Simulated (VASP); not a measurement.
Here is a VASP 6.6.1 calculation.

Contents of INCAR:

```
SYSTEM = Sn
ALGO = Normal ; EDIFF = 1E-8
ENCUT = 520 ; GGA = PE
ISIF = 2 ; ISMEAR = -1
LASPH = .TRUE. ; LCHARG = .FALSE.
LEFG = .TRUE. ; LREAL = .FALSE.
LWAVE = .FALSE. ; NBANDS = 21
NELM = 60 ; PREC = Accurate
SIGMA = 0.03
```

KPOINTS

```
k-points
0
G
  9 9 9
  0 0 0
```

Contents of POSCAR:

```
Sn
1.0
    0.0000000000      3.2456000000      3.1806880000
    3.2456000000      0.0000000000      3.1806880000
    3.2456000000      3.2456000000      0.0000000000
Sn
2
Direct
    0.5000000000      0.5000000000      0.5000000000
    0.7500000000      0.7500000000      0.7500000000
```

Potentials or basis: VASP PAW PBE potentials, release 64 (Sn_d).

Run with:

```sh
$ cat potpaw_PBE.64/Sn_d/POTCAR > POTCAR
$ mpirun -np 1 vasp_std > vasp.out
```

Estimate the pressure.

4.2 GPa.

Stress tensor (GPa, compression positive):
```
4.01 0.00 0.00
0.00 4.01 0.00
0.00 0.00 4.60
```

Caveat: the cell differs from its parent crystal (zz strain of -2 %); without QUAD_EFG the Cq values of the log hold for a quadrupole moment of 1 mb, not for the nuclei.
